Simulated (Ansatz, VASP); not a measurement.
**NaH: VASP beside Ansatz**

POSCAR

```
NaH
1.0
    0.0479502457      2.3975122828      2.3975122828
    2.3975122828      0.0479502457      2.3975122828
    2.4454625284      2.4454625284     -0.0000000001
Na H
1 1
Direct
    0.0000000000      0.0000000000      0.0000000000
    0.5000000000      0.5000000000      0.5000000000
```

INCAR.step1

```
SYSTEM = NaH
  PREC = Accurate
  ENCUT = 520
  EDIFF = 1E-5
  ISMEAR = 0
  SIGMA = 0.01
  LREAL = .FALSE.
  LASPH = .TRUE.
  NELM = 100
  ALGO = Normal
  ISIF = 2
  LWAVE = .TRUE.
  LCHARG = .FALSE.
  NBANDS = 11
  GGA = PE
```

The input INCAR.step2:

```
SYSTEM = NaH
  PREC = Accurate
  ENCUT = 520
  EDIFF = 1E-6
  ISMEAR = 0
  SIGMA = 0.01
  LREAL = .FALSE.
  LASPH = .TRUE.
  NELM = 100
  ALGO = Normal
  ISIF = 2
  LWAVE = .FALSE.
  LCHARG = .FALSE.
  GGA = PE
  LHFCALC = .TRUE.
  HFSCREEN = 0.2079
  PRECFOCK = Normal
  NBANDS = 11
  ISTART = 1
```

Contents of KPOINTS:

```
regular mesh
0
G
  6 6 6
  0 0 0
```

Input for Ansatz:

```yaml
crystal:
  lattice:
    - [0.0479502457, 2.3975122828, 2.3975122828]
    - [2.3975122828, 0.0479502457, 2.3975122828]
    - [2.4454625284, 2.4454625284, -1.0e-10]
  atoms:
    - { symbol: Na, position: [0.0, 0.0, 0.0] }
    - { symbol: H, position: [0.5, 0.5, 0.5] }
kpoints:
  mp_grid: { grid: [6, 6, 6] }
  band_path:
    path:
      - [0.0, 0.0, 0.0]
      - [0.5, 0.0, 0.5]
      - [0.625, 0.25, 0.625]
      - [0.375, 0.375, 0.75]
      - [0.5, 0.5, 0.5]
      - [0.5, 0.25, 0.75]
    npoints: 1
hamiltonian:
  xc: hse06
scf:
  occupations: { method: fixed }
  n_extra_bands: 4
output:
  forces: true
  stress: true
  eigenvalues: true
```

Change from the starting cell: shear_xy strain +4.0%.

Alike in both runs: task single point; functional HSE06; k mesh 6 × 6 × 6; no spin polarisation.

|  | VASP | Ansatz |
| --- | --- | --- |
| version | VASP 6.6.1 | Ansatz 0.2.0 |
| potentials or method | VASP PAW PBE potentials, release 64 (Na_pv, H) | plane waves, PAW |
| plane-wave cutoff (eV) | 520 | 420 |
| occupations | gaussian, width 0.01 eV | fixed |
| valence electrons in the cell | 8 | 10 |

|  | VASP | Ansatz | Ansatz less VASP |
| --- | --- | --- | --- |
| gap on the k mesh at the Fermi level (eV) | 4.76 | 4.77 | +0.005 |
| pressure (GPa) | 0.2 | 0.2 | -0.01 |
| traceless stress, the component that is largest in VASP (GPa) | -0.95 | -0.95 | 0.000 |

VASP's potentials hold 8 valence electrons a cell and Ansatz's 10, so a difference there can come from the potentials and not from the codes. Ansatz's warnings: stress exchange threshold loose, stress scf threshold loose.
